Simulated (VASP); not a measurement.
# SrCl2 (I4/mmm) in VASP: further runs

Aim: see how the results for SrCl2 move with the level of theory and the settings. Levels: PBE, r2SCAN. Tasks: single point.

Everything below comes from runs of VASP 6.6.1. Logs are shortened: lines on timing, memory, paths and dates and some standing lists are left out, and cuts for length are marked.

## 1. The cell of the first run

Symmetry: I4/mmm, No. 139, tetragonal system. Conventional cell: a = 4.808 Å, b = 4.808 Å, c = 6.995 Å, α = 90.00°, β = 90.00°, γ = 90.00°. Sr (site symmetry 4/mmm) has 8 Cl at 2.97 Å within 3.9 Å. Cl (site symmetry -4m2) has 4 Sr at 2.97 Å and 6 Cl at 3.40 to 3.50 Å within 3.9 Å.

## 2. Single point, PBE (biaxial xy strain -2.8%)

Contents of INCAR:

```
SYSTEM = SrCl2
PREC     = Accurate       ! precision mode
ENCUT    = 520            ! plane-wave cutoff, eV
EDIFF    = 1E-6           ! SCF threshold, eV
ISMEAR   = -1             ! smearing method
SIGMA    = 0.02           ! smearing width, eV
LREAL    = .False.        ! projectors in reciprocal space
LASPH    = .True.         ! aspherical terms in the spheres
NELM     = 100            ! most SCF steps
ALGO     = Normal         ! electronic algorithm
ISIF     = 2              ! what is computed and relaxed
LWAVE    = .False.        ! write WAVECAR
LCHARG   = .True.         ! write CHGCAR
GGA      = PE             ! functional
LELF     = .True.         ! ELF
LVHAR    = .True.       
NBANDS   = 19             ! bands
```

Contents of KPOINTS:

```
Automatic mesh
0
Gamma
  6 6 6
  0 0 0
```

Contents of POSCAR:

```
SrCl2
1.0
    0.0000000000      3.3994322071      3.4977180853
    3.3994322071      0.0000000000      3.4977180853
    3.3994322071      3.3994322071      0.0000000000
Sr Cl
1 2
Direct
    0.0000000000      0.0000000000      0.0000000000
    0.2500000000      0.2500000000      0.2500000000
    0.7500000000      0.7500000000      0.7500000000
```

Potentials or basis: VASP PAW PBE potentials, release 64 (Sr_sv, Cl).

On the command line:

```
$ cat potpaw_PBE.64/Sr_sv/POTCAR potpaw_PBE.64/Cl/POTCAR > POTCAR
$ mpirun -np 1 vasp_std > vasp.out
```

OUTCAR:

```text
SYSTEM = SrCl2
   PREC = Accurate
   ENCUT = 520
   EDIFF = 1E-6
   ISMEAR = -1
   LREAL = .False.
   LASPH = .True.
   NELM = 100
   ISIF = 2
   GGA = PE

 ion  position               nearest neighbor table
   1  0.000  0.000  0.000-   3 2.97   3 2.97   3 2.97   2 2.97   3 2.97   2 2.97   2 2.97   2 2.97

   2  0.250  0.250  0.250-   1 2.97   1 2.97   1 2.97   1 2.97
   3  0.750  0.750  0.750-   1 2.97   1 2.97   1 2.97   1 2.97

  LATTYP: Found a body centered tetragonal cell.
 ALAT       =     4.8075231316
 C/A-ratio  =     1.4551019265

  Lattice vectors:

 A1 = (  -3.3994322071,   0.0000000000,   3.4977180853)
 A2 = (   3.3994322071,   0.0000000000,   3.4977180853)
 A3 = (   0.0000000000,   3.3994322071,  -3.4977180853)

Analysis of symmetry for initial positions (statically):
=====================================================================
 Subroutine PRICEL returns:
 Original cell was already a primitive cell.

 Routine SETGRP: Setting up the symmetry group for a
 body centered tetragonal supercell.

 Subroutine GETGRP returns: Found 16 space group operations
 (whereof 16 operations were pure point group operations)
 out of a pool of 16 trial point group operations.

The static configuration has the point symmetry D_4h.

Analysis of symmetry for dynamics (positions and initial velocities):
=====================================================================
 Subroutine PRICEL returns:
 Original cell was already a primitive cell.

 Routine SETGRP: Setting up the symmetry group for a
 body centered tetragonal supercell.

 Subroutine GETGRP returns: Found 16 space group operations
 (whereof 16 operations were pure point group operations)
 out of a pool of 16 trial point group operations.

The dynamic configuration has the point symmetry D_4h.

 Subroutine INISYM returns: Found 16 space group operations
 (whereof 16 operations are pure point group operations),
 and found     1 'primitive' translations

----------------------------------------------------------------------------------------

                                     Primitive cell

  volume of cell :      80.8402

  direct lattice vectors                    reciprocal lattice vectors
     0.000000000  3.399432207  3.497718085    -0.147083386  0.147083386  0.142950343
     3.399432207  0.000000000  3.497718085     0.147083386 -0.147083386  0.142950343
     3.399432207  3.399432207  0.000000000     0.147083386  0.147083386 -0.142950343

  length of vectors
     4.877516903  4.877516903  4.807523132     0.252392245  0.252392245  0.252392245

  position of ions in fractional coordinates (direct lattice)
     0.000000000  0.000000000  0.000000000
     0.250000000  0.250000000  0.250000000
     0.750000000  0.750000000  0.750000000

  ion indices of the primitive-cell ions
   primitive index   ion index
                 1           1
                 2           2
                 3           3

----------------------------------------------------------------------------------------

 KPOINTS: Automatic mesh

Automatic generation of k-mesh.
 Grid dimensions read from file:
 generate k-points for:    6    6    6

 Generating k-lattice:

  Cartesian coordinates                     Fractional coordinates (reciprocal lattice)
    -0.024513898  0.024513898  0.023825057     0.166666667 -0.000000000  0.000000000
     0.024513898 -0.024513898  0.023825057    -0.000000000  0.166666667  0.000000000
     0.024513898  0.024513898 -0.023825057     0.000000000  0.000000000  0.166666667

  Length of vectors
     0.042065374  0.042065374  0.042065374

  Shift w.r.t. Gamma in fractional coordinates (k-lattice)
     0.000000000  0.000000000  0.000000000

 Subroutine IBZKPT returns following result:
 ===========================================

 Found     30 irreducible k-points:

 Following reciprocal coordinates:
            Coordinates               Weight
  0.000000  0.000000  0.000000      1.000000
  0.166667  0.000000  0.000000      8.000000
  0.333333  0.000000  0.000000      8.000000
  0.500000  0.000000  0.000000      4.000000
  0.166667  0.166667  0.000000      2.000000
  0.333333  0.166667  0.000000      8.000000
[... 16 lines left out ...]
  0.333333  0.000000  0.333333      4.000000
  0.500000 -0.000000  0.333333     16.000000
 [... further k-points ...]
   k-points           NKPTS =     30   k-points in BZ     NKDIM =     30   number of bands    NBANDS=     19
   number of dos      NEDOS =    301   number of ions     NIONS =      3
   total plane-waves  NPLWV =  46656
   dimension x,y,z NGX =    36 NGY =   36 NGZ =   36
   dimension x,y,z NGXF=    72 NGYF=   72 NGZF=   72
   ions per type =               1   2
   NGX,Y,Z   is equivalent  to a cutoff of  12.27, 12.27, 12.45 a.u.
   NGXF,Y,Z  is equivalent  to a cutoff of  24.54, 24.54, 24.90 a.u.
 SYSTEM =  SrCl2
   PREC   = accura    normal or accurate (medium, high low for compatibility)
   ISTART =      0    job   : 0-new  1-cont  2-samecut
   ICHARG =      2    charge: 1-file 2-atom 10-const
   ISPIN  =      1    spin polarized calculation?
   LNONCOLLINEAR =      F non collinear calculations
   LSORBIT =      F    spin-orbit coupling
   LASPH  =      T    aspherical Exc in radial PAW
   ENCUT  =  520.0 eV  38.22 Ry    6.18 a.u.   9.07  9.07  8.94*2*pi/ulx,y,z
   NELM   =    100;   NELMIN=  2; NELMDL= -5     # of ELM steps
   EDIFF  = 0.1E-05   stopping-criterion for ELM
   LREAL  =      F    real-space projection
   EDIFFG = 0.1E-04   stopping-criterion for IOM
   NSW    =      0    number of steps for IOM
   IBRION =     -1    ionic relax: 0-MD 1-quasi-New 2-CG
   NFREE  =      0    steps in history (QN), initial steepest desc. (CG)
   ISIF   =      2    stress and relaxation
   ISYM   =      2    0-nonsym 1-usesym 2-fastsym
   POTIM  = 0.5000    time-step for ionic-motion
   TEBEG  =    0.0;   TEEND  =   0.0 temperature during run
   PSTRESS=    0.0 pullay stress
   NELECT =      24.0000    total number of electrons
   NUPDOWN=      -1.0000    fix difference up-down
   EMIN   =  10.00;   EMAX   =-10.00  energy-range for DOS
   EFERMI =   0.00;   METHOD = LEGACY
   ISMEAR =    -1;   SIGMA  =   0.02  broadening in eV -4-tet -1-fermi 0-gaus
   EFERMI_NEDOS =   21; number of points for ismear=-14 and -15
   IALGO  =     38    algorithm
   IMIX   =      4    mixing-type and parameters
     AMIX     =   0.40;   BMIX     =  1.00
     AMIX_MAG =   1.60;   BMIX_MAG =  1.00
  volume/ion in A,a.u.               =      26.95       181.85
  Fermi-wavevector in a.u.,A,eV,Ry     =   1.092118  2.063803 16.227951  1.192721
  Thomas-Fermi vector in A             =   2.228377
   LORBIT       =      0    0 simple, 1 ext, 2 COOP (PROOUT), +10 PAW based schemes
   GGA     = PE    functional components
   LHFCALC =     F    Hartree Fock is set to
   AEXX    =    0.0000 exact exchange contribution
   IVDW    =     0    specifies the selected vdW correction
   LEPSILON=     F    determine dielectric tensor
   LRPA    =     F    only Hartree local field effects (RPA)
 non-spin polarized calculation
  energy-cutoff  :      520.00
  volume of cell :       80.84
 maximum number of plane-waves:      2196
   NGX = 19   NGY = 19   NGZ = 17

 number of electron      23.9999998 magnetization

 Free energy of the ion-electron system (eV)
  ---------------------------------------------------
  ext. energy  EPLUGINS =         0.00000000
  ---------------------------------------------------
  free energy    TOTEN  =       -12.72081779 eV

  energy without entropy =      -12.72081779  energy(sigma->0) =      -12.72081779

 E-fermi :   1.0439     XC(G=0):  -8.4960

 val. band max:        0.5515794992   @ k =   0.5000   0.0000   0.5000
 cond. band min:       5.9568303499   @ k =   0.5000   0.5000   0.0000
 fundamental gap:      5.4052508507
 Fermi energy:         1.0439307551

 k-point     1 :       0.0000    0.0000    0.0000
  band No.  band energies     occupation
      1     -32.2485      2.00000
      2     -14.2647      2.00000
      3     -14.2647      2.00000
      4     -14.2583      2.00000
      5     -12.9776      2.00000
      6     -12.0187      2.00000
[... 11 lines left out ...]
     18       9.6470      0.00000
     19      10.0799      0.00000

 k-point     2 :       0.1667    0.0000    0.0000
  band No.  band energies     occupation
      1     -32.2474      2.00000
      2     -14.3900      2.00000
      3     -14.2687      2.00000
      4     -14.2652      2.00000
      5     -12.7818      2.00000
      6     -12.0824      2.00000
[... 11 lines left out ...]
     18       9.3845      0.00000
     19      10.5029      0.00000

 k-point     3 :       0.3333    0.0000    0.0000
  band No.  band energies     occupation
      1     -32.2452      2.00000
      2     -14.5729      2.00000
      3     -14.2767      2.00000
      4     -14.2749      2.00000
      5     -12.5459      2.00000
      6     -12.1133      2.00000
[... 11 lines left out ...]
     18       9.2616      0.00000
     19       9.8316      0.00000

 k-point     4 :       0.5000    0.0000    0.0000
  band No.  band energies     occupation
      1     -32.2441      2.00000
      2     -14.6441      2.00000
      3     -14.2807      2.00000
      4     -14.2797      2.00000
      5     -12.5335      2.00000
      6     -12.0368      2.00000
[... 11 lines left out ...]
     18       9.3397      0.00000
     19       9.6274      0.00000

 k-point     5 :       0.1667    0.1667    0.0000
  band No.  band energies     occupation
      1     -32.2471      2.00000
      2     -14.4216      2.00000
      3     -14.2746      2.00000
      4     -14.2746      2.00000
      5     -12.7128      2.00000
      6     -12.0985      2.00000
[... 11 lines left out ...]
     18       9.2981      0.00000
     19       9.6534      0.00000

 k-point     6 :       0.3333    0.1667    0.0000
  band No.  band energies     occupation
      1     -32.2453      2.00000
      2     -14.5562      2.00000
      3     -14.3053      2.00000
      4     -14.2836      2.00000
      5     -12.4629      2.00000
      6     -12.1655      2.00000
[... 11 lines left out ...]
     18       9.1363      0.00000
     19      10.0994      0.00000

 k-point     7 :       0.5000    0.1667    0.0000
  band No.  band energies     occupation
      1     -32.2438      2.00000
      2     -14.6154      2.00000
      3     -14.3605      2.00000
      4     -14.2866      2.00000
      5     -12.4092      2.00000
      6     -12.0907      2.00000
[... 11 lines left out ...]
     18       9.5784      0.00000
     19       9.9134      0.00000

 k-point     8 :      -0.3333    0.1667    0.0000
  band No.  band energies     occupation
      1     -32.2441      2.00000
      2     -14.5833      2.00000
      3     -14.3683      2.00000
      4     -14.2808      2.00000
      5     -12.4032      2.00000
      6     -12.1371      2.00000
[... 256 lines left out ...]
 k-point    20 :      -0.3333    0.3333    0.1667
  band No.  band energies     occupation
      1     -32.2430      2.00000
      2     -14.5646      2.00000
      3     -14.4767      2.00000
      4     -14.2986      2.00000
      5     -12.2665      2.00000
      6     -12.1423      2.00000
[... 11 lines left out ...]
     18       9.9586      0.00000
     19      10.5588      0.00000

 k-point    21 :      -0.1667    0.3333    0.1667
  band No.  band energies     occupation
      1     -32.2437      2.00000
      2     -14.5906      2.00000
      3     -14.3854      2.00000
      4     -14.2935      2.00000
      5     -12.2503      2.00000
      6     -12.2468      2.00000
[... 11 lines left out ...]
     18       9.5252      0.00000
     19      10.5075      0.00000

 k-point    22 :      -0.3333    0.5000    0.1667
  band No.  band energies     occupation
      1     -32.2428      2.00000
      2     -14.6423      2.00000
      3     -14.4214      2.00000
      4     -14.3066      2.00000
      5     -12.2355      2.00000
      6     -12.1284      2.00000
[... 11 lines left out ...]
     18      10.3638      0.00000
     19      10.7169      0.00000

 k-point    23 :       0.3333    0.0000    0.3333
  band No.  band energies     occupation
      1     -32.2440      2.00000
      2     -14.6354      2.00000
      3     -14.2998      2.00000
      4     -14.2885      2.00000
      5     -12.3012      2.00000
      6     -12.2484      2.00000
[... 11 lines left out ...]
     18       8.6607      0.00000
     19      10.4175      0.00000

 k-point    24 :       0.5000   -0.0000    0.3333
  band No.  band energies     occupation
      1     -32.2429      2.00000
      2     -14.6584      2.00000
      3     -14.3613      2.00000
      4     -14.2984      2.00000
      5     -12.3263      2.00000
      6     -12.1104      2.00000
[... 11 lines left out ...]
     18       9.7128      0.00000
     19      10.6083      0.00000

 [... further k-points ...]

------------------------ aborting loop because EDIFF is reached ----------------------------------------

  FORCE on cell =-STRESS in cart. coord.  units (eV):
  Direction    XX          YY          ZZ          XY          YZ          ZX
  --------------------------------------------------------------------------------------
  -------------------------------------------------------------------------------------
  Total        1.8662444      1.8662444      1.0779734      0.0000000     -0.0000000      0.0000000
  in kB       36.9872065     36.9872065     21.3644178      0.0000000     -0.0000000      0.0000000
  external PRESSURE =      31.7796102 kB  Pullay stress =       0.0000000 kB

 VOLUME and BASIS-vectors are now :
 -----------------------------------------------------------------------------
  energy-cutoff  :      520.00
  volume of cell :       80.84
      direct lattice vectors                 reciprocal lattice vectors
     0.000000000  3.399432207  3.497718085    -0.147083386  0.147083386  0.142950343
     3.399432207  0.000000000  3.497718085     0.147083386 -0.147083386  0.142950343
     3.399432207  3.399432207  0.000000000     0.147083386  0.147083386 -0.142950343

 POSITION                                       TOTAL-FORCE (eV/Angst)
 -----------------------------------------------------------------------------------
      0.00000      0.00000      0.00000        -0.000000     -0.000000      0.000000
      1.69972      1.69972      1.74886        -0.000000     -0.000000     -0.000000
      5.09915      5.09915      5.24658         0.000000      0.000000      0.000000
 -----------------------------------------------------------------------------------
    total drift:                                0.000000      0.000000      0.000000

  FREE ENERGIE OF THE ION-ELECTRON SYSTEM (eV)
  ---------------------------------------------------
  free  energy   TOTEN  =       -12.7208177944 eV

  energy  without entropy=      -12.7208177944  energy(sigma->0) =      -12.72081779
```

Wall time 32 s (1 thread of Intel Xeon Platinum 8259CL at 2.50GHz (Skylake/Cascade Lake), shared host); peak memory 0.22 GiB.

What came out:

* Free energy: -12.7208 eV
* Pressure: 3.2 GPa
* Band gap on the k mesh: 5.41 eV

Caveat: the cell differs from its parent crystal (biaxial xy strain -2.8%); the cell stands under pressure; the structure was generated, so it needn't be the stable form of SrCl2. A k mesh can miss the band edges.

## 3. Single point, PBE (uniaxial z strain -1.5%)

Contents of INCAR:

```
PREC = Accurate ; ENCUT = 520
EDIFF = 1E-7 ; ISMEAR = -1
SIGMA = 0.02 ; LREAL = False
LASPH = True ; NELM = 80
ALGO = Normal ; ISIF = 2
LWAVE = False ; LCHARG = True
GGA = PE ; LELF = True
LVHAR = True ; NBANDS = 19
```

Contents of KPOINTS:

```
regular mesh
0
Gamma
  6 6 6
```

Contents of POSCAR:

```
SrCl2
1.0
    0.0000000000      3.4977180853      3.4466514012
    3.4977180853      0.0000000000      3.4466514012
    3.4977180853      3.4977180853      0.0000000000
Sr Cl
1 2
Direct
    0.0000000000      0.0000000000      0.0000000000
    0.2500000000      0.2500000000      0.2500000000
    0.7500000000      0.7500000000      0.7500000000
```

Potentials or basis: VASP PAW PBE potentials, release 64 (Sr_sv, Cl).

On the command line:

```
$ cat potpaw_PBE.64/Sr_sv/POTCAR potpaw_PBE.64/Cl/POTCAR > POTCAR
$ mpirun -np 1 vasp_std > vasp.out
```

It took 47 s on 1 thread of Intel Xeon Platinum 8259CL at 2.50GHz (Skylake/Cascade Lake), shared host; peak memory 0.25 GiB.

It converged, with:

```
Free energy            : -12.7760 eV
Pressure               : 1.3 GPa
Band gap on the k mesh : 5.30 eV (least direct gap 5.44 eV)
```

Stress tensor (GPa, compression positive):
```
1.08 0.00 0.00
0.00 1.08 0.00
0.00 0.00 1.85
```

Levels at points of the mesh, in eV from the valence-band top:
| k point | band 9 | band 10 | band 11 | band 12 | band 13 | band 14 | band 15 | band 16 |
| --- | --- | --- | --- | --- | --- | --- | --- | --- |
| (0.00, 0.00, 0.00) | -2.20 | -0.44 | -0.44 | -0.32 | 5.30 | 5.98 | 6.09 | 8.96 |
| (0.50, 0.00, 0.00) | -1.57 | -1.39 | -1.12 | -1.11 | 6.64 | 6.67 | 7.47 | 7.82 |
| (0.50, 0.50, 0.00) | -1.96 | -0.49 | -0.49 | 0.00 | 5.44 | 7.07 | 7.55 | 8.02 |
| (0.50, 0.00, 0.50) | -1.92 | -0.52 | -0.39 | -0.09 | 5.44 | 6.96 | 7.56 | 7.92 |

Caveat: the cell differs from its parent crystal (uniaxial z strain -1.5%); the structure was generated, so it needn't be the stable form of SrCl2. A k mesh can miss the band edges.

## 4. Single point, PBE (uniaxial x strain +3.5%)

Contents of INCAR:

```
SYSTEM = SrCl2
PREC     = Accurate       ! precision mode
ENCUT    = 520            ! plane-wave cutoff, eV
EDIFF    = 1E-7           ! SCF threshold, eV
ISMEAR   = -1             ! smearing method
SIGMA    = 0.02           ! smearing width, eV
LREAL    = .FALSE.        ! projectors in reciprocal space
LASPH    = .TRUE.         ! aspherical terms in the spheres
NELM     = 60             ! most SCF steps
ALGO     = Normal         ! electronic algorithm
ISIF     = 2              ! what is computed and relaxed
LWAVE    = .FALSE.        ! write WAVECAR
LCHARG   = .TRUE.         ! write CHGCAR
GGA      = PE             ! functional
LELF     = .TRUE.         ! ELF
LVHAR    = .TRUE.       
NBANDS   = 19             ! bands
```

Contents of KPOINTS:

```
Automatic mesh
0
G
  6 6 6
  0 0 0
```

Contents of POSCAR:

```
SrCl2
1.0
    0.0000000000      3.4977180853      3.4977180853
    3.6197884464      0.0000000000      3.4977180853
    3.6197884464      3.4977180853      0.0000000000
Sr Cl
1 2
Direct
    0.0000000000      0.0000000000      0.0000000000
    0.2500000000      0.2500000000      0.2500000000
    0.7500000000      0.7500000000      0.7500000000
```

On the command line:

```
$ cat potpaw_PBE.64/Sr_sv/POTCAR potpaw_PBE.64/Cl/POTCAR > POTCAR
$ mpirun -np 1 vasp_std > vasp.out
```

Run time: 46 s. Hardware: 1 thread of Intel Xeon Platinum 8259CL at 2.50GHz (Skylake/Cascade Lake), shared host; peak memory 0.25 GiB.

The run converged. Its results:

| Item | Value |
| --- | --- |
| Free energy | -12.7800 eV |
| Pressure | -0.4 GPa |
| Band gap on the k mesh | 5.07 eV (least direct gap 5.38 eV) |

Stress tensor (GPa, compression positive):
```
-1.50  0.00  0.00
 0.00  0.14  0.00
 0.00  0.00  0.14
```

Levels at points of the mesh, in eV from the valence-band top:
| k point | band 10 | band 11 | band 12 | band 13 | band 14 | band 15 |
| --- | --- | --- | --- | --- | --- | --- |
| (0.00, 0.00, 0.00) | -0.55 | -0.31 | -0.31 | 5.07 | 5.96 | 6.14 |
| (0.50, 0.00, 0.00) | -1.31 | -1.07 | -1.05 | 6.57 | 6.62 | 7.27 |
| (0.50, 0.50, 0.00) | -0.60 | -0.33 | 0.00 | 5.44 | 6.93 | 7.42 |
| (0.00, 0.50, 0.50) | -0.39 | -0.39 | -0.19 | 5.45 | 6.69 | 7.42 |

Caveat: the cell differs from its parent crystal (uniaxial x strain +3.5%); the structure was generated, so it needn't be the stable form of SrCl2. A k mesh can miss the band edges.

[end of part 1 of 2]
